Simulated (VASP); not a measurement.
Here is a VASP 6.6.1 calculation.

Contents of POSCAR:

```
SiGe
1.0
    4.1701027382      0.0000000000      0.0000000000
   -2.0850513691      3.6114149077      0.0000000000
    0.0000000000      0.0000000000      5.5052223675
Ge Si
2 2
Direct
    0.3333333333      0.6666666667      0.2500000000
    0.6666666667      0.3333333333      0.7500000000
    0.6666666667      0.3333333333      0.2500000000
    0.3333333333      0.6666666667      0.7500000000
```

INCAR.step1

```
PREC = Accurate
ENCUT = 550
ISMEAR = -1
SIGMA = 0.03
LREAL = False
LASPH = True
NELM = 120
NBANDS = 26
GGA = PE
ALGO = Normal
EDIFF = 1E-5
LWAVE = True
LCHARG = False
GGA_COMPAT = False
```

INCAR.step2

```
PREC = Accurate
ENCUT = 550
EDIFF = 1E-6
ISMEAR = -1
SIGMA = 0.03
LREAL = False
LASPH = True
NELM = 120
ALGO = Normal
ISIF = 2
LWAVE = False
LCHARG = False
METAGGA = R2SCAN
LMIXTAU = True
LUSE_VDW = True
IVDW_NL = 2
BPARAM = 11.95
CPARAM = 0.0093
NBANDS = 26
ISTART = 1
GGA_COMPAT = False
```

KPOINTS

```
Automatic mesh
0
Gamma
  12 12 6
```

Potentials or basis: VASP PAW PBE potentials, release 64 (Ge_d, Si).

Run with:

```sh
$ cat potpaw_PBE.64/Ge_d/POTCAR potpaw_PBE.64/Si/POTCAR > POTCAR
$ cp INCAR.step1 INCAR
$ mpirun -np 1 vasp_std > vasp.out
$ cp INCAR.step2 INCAR
$ mpirun -np 1 vasp_std > vasp.out
```

(1) What does it give for the band gap on the k mesh?

(2) Predict the pressure.

Results:

(1) zero (bands 18 and 19 overlap by 2.29 eV).

(2) -0.2 GPa.

Caveat: the PAW data sets were made with another functional, which shifts forces and pressure a little.
